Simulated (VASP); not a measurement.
Input of a VASP 6.6.1 run:

The input POSCAR:

```
CuWO2
1.0
    3.6563042300      0.0000000000      0.0000000000
    0.0000000000      7.3126084500      0.0000000000
    0.0000000000      0.0000000000      3.0126741800
W Cu O
2 2 4
Direct
    0.5000000000      0.2500000000      0.5000000000
    0.5000000000      0.7500000000      0.5000000000
    0.0000000000      0.0000000000      0.0000000000
    0.0000000000      0.5000000000      0.0000000000
    0.0000000000      0.2500000000      0.0000000000
    0.0000000000      0.7500000000      0.0000000000
    0.5000000000      0.0000000000      0.0000000000
    0.5000000000      0.5000000000      0.0000000000
```

INCAR.step1

```
SYSTEM = CuWO2
PREC = Accurate ; ENCUT = 520
EDIFF = 1E-7 ; ISMEAR = -5
SIGMA = 0.1 ; LREAL = .False.
LASPH = .True. ; NELM = 150
ALGO = Normal ; ISIF = 2
LWAVE = .False. ; LCHARG = .True.
ISPIN = 2 ; MAGMOM = 1 -1 1 -1 0 0 0 0
LMAXMIX = 4 ; LDAU = .True.
LDAUTYPE = 2 ; LDAUL = -1 2 -1
LDAUU = 0 6.66 0 ; LDAUJ = 0 0 0
LDAUPRINT = 1 ; GGA = PE
NBANDS = 51
```

KPOINTS.step1

```
Automatic mesh
0
Gamma
  5 3 6
  0 0 0
```

The input INCAR.step2:

```
SYSTEM = CuWO2
PREC = Accurate ; ENCUT = 520
EDIFF = 1E-7 ; ISMEAR = -5
SIGMA = 0.1 ; LREAL = .False.
LASPH = .True. ; NELM = 150
ALGO = Normal ; ISIF = 2
LWAVE = .False. ; LCHARG = .False.
ISPIN = 2 ; MAGMOM = 1 -1 1 -1 0 0 0 0
LORBIT = 11 ; LMAXMIX = 4
LDAU = .True. ; LDAUTYPE = 2
LDAUL = -1 2 -1 ; LDAUU = 0 6.66 0
LDAUJ = 0 0 0 ; LDAUPRINT = 1
GGA = PE ; NEDOS = 2001
ICHARG = 11
```

Contents of KPOINTS.step2:

```
Automatic mesh
0
Gamma
  8 5 9
  0 0 0
```

Potentials or basis: VASP PAW PBE potentials, release 64 (W_sv, Cu, O).

Run with:

```sh
$ cat potpaw_PBE.64/W_sv/POTCAR potpaw_PBE.64/Cu/POTCAR potpaw_PBE.64/O/POTCAR > POTCAR
$ cp INCAR.step1 INCAR
$ cp KPOINTS.step1 KPOINTS
$ mpirun -np 1 vasp_std > vasp.out
$ cp INCAR.step2 INCAR
$ cp KPOINTS.step2 KPOINTS
$ mpirun -np 1 vasp_std > vasp.out
```

Question: What does it give for the net moment?

Answer: 0.00 μB per cell.

Question: What does it give for the site moments?

Answer: W +0.99, -0.99; Cu +0.00, -0.00; O +0.02, -0.02, +0.00, -0.00 μB.

Eigenvalues of the final occupation matrices:
| site | spin | trace | eigenvalues |
| --- | --- | --- | --- |
| site 3 d | 1 | 4.79 | 0.92 0.95 0.97 0.97 0.98 |
| site 3 d | 2 | 4.79 | 0.92 0.95 0.97 0.97 0.98 |
| site 4 d | 1 | 4.79 | 0.92 0.95 0.97 0.97 0.98 |
| site 4 d | 2 | 4.79 | 0.92 0.95 0.97 0.97 0.98 |

Caveat: spin-orbit coupling is left out, which moves the levels of the heavy elements. The state reached can hang on the start; a lower one may exist.
